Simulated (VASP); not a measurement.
A run of VASP 6.6.1:

The input POSCAR:

```
AlCu3
1.0
    3.4686299429      0.0000000000      0.0000000000
    0.0000000000      3.4686299429      0.0000000000
    0.0000000000      0.0000000000      3.4686299429
Al Cu
1 3
Direct
    0.0000000000      0.0000000000      0.0000000000
    0.5000000000      0.5000000000      0.0000000000
    0.5000000000      0.0000000000      0.5000000000
    0.0000000000      0.5000000000      0.5000000000
```

The input INCAR.step1:

```
ALGO     = Normal         # electronic algorithm
EDIFF    = 1E-4           # SCF threshold, eV
ENCUT    = 600            # plane-wave cutoff, eV
GGA      = PE             # functional
ISMEAR   = 0              # smearing method
LASPH    = True           # aspherical terms in the spheres
LCHARG   = False          # write CHGCAR
LREAL    = False          # projectors in reciprocal space
LWAVE    = True           # write WAVECAR
NELM     = 100            # most SCF steps
PREC     = Accurate       # precision mode
SIGMA    = 0.1            # smearing width, eV
```

INCAR.step2

```
ALGO     = Normal         # electronic algorithm
EDIFF    = 1E-6           # SCF threshold, eV
EDIFFG   = -0.008         # ionic threshold
ENCUT    = 600            # plane-wave cutoff, eV
IBRION   = 2              # ionic algorithm
ISIF     = 3              # what is computed and relaxed
ISMEAR   = 0              # smearing method
ISTART   = 1            
LASPH    = True           # aspherical terms in the spheres
LCHARG   = False          # write CHGCAR
LMIXTAU  = True         
LREAL    = False          # projectors in reciprocal space
LWAVE    = False          # write WAVECAR
METAGGA  = R2SCAN         # meta-GGA
NELM     = 100            # most SCF steps
NSW      = 70             # ionic steps
PREC     = Accurate       # precision mode
PSTRESS  = 300.0        
SIGMA    = 0.1            # smearing width, eV
```

The input KPOINTS:

```
k-points
0
Gamma
  12 12 12
```

Potentials or basis: VASP PAW PBE potentials, release 64 (Al, Cu).

The run is started by

```sh
$ cat potpaw_PBE.64/Al/POTCAR potpaw_PBE.64/Cu/POTCAR > POTCAR
$ cp INCAR.step1 INCAR
$ mpirun -np 1 vasp_std > vasp.out
$ cp INCAR.step2 INCAR
$ mpirun -np 1 vasp_std > vasp.out
```

Hardware: 1 thread of Intel(R) Xeon(R) 6975P-C (Granite Rapids), with other jobs on the host.

Task: How long does it take, and how much memory?

Result: It took 4.9 min on 1 thread of Intel(R) Xeon(R) 6975P-C (Granite Rapids) (shared host), peak memory 0.22 GiB. Counts: k points 84, ion steps 3.
